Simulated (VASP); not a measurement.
Here is a VASP 6.6.1 calculation.

INCAR

```
SYSTEM = Ni
PREC = Accurate
ENCUT = 520
EDIFF = 1E-7
ISMEAR = -1
SIGMA = 0.05
LREAL = .FALSE.
LASPH = .TRUE.
NELM = 150
ALGO = Normal
ISIF = 2
LWAVE = .FALSE.
LCHARG = .FALSE.
ISPIN = 2
MAGMOM = 0.505
LORBIT = 11
LMAXMIX = 4
GGA = B5
ALDAX = 1.0
AGGAX = 1.0
AGGAC = 1.0
ALDAC = 0.0
NBANDS = 15
```

The input KPOINTS:

```
Automatic mesh
0
G
  22 22 22
  0 0 0
```

Contents of POSCAR:

```
Ni
1.0
    2.3680659922      0.0000000000      0.0000000000
    0.0000000000      2.3680659922      0.0000000000
    0.0000000000      0.0000000000      2.3680659922
Ni
1
Direct
    0.0000000000      0.0000000000      0.0000000000
```

Potentials or basis: VASP PAW PBE potentials, release 64 (Ni).

The run is started by

```bash
$ cat potpaw_PBE.64/Ni/POTCAR > POTCAR
$ mpirun -np 1 vasp_std > vasp.out
```

Question: Predict the site moments.

Answer: Ni +0.50 μB.

Question: Estimate the pressure.

Answer: 0.1 GPa.

Question: Predict the net moment.

Answer: 0.50 μB per cell.

Caveat: the PAW data sets were made with another functional, which shifts forces and pressure a little.
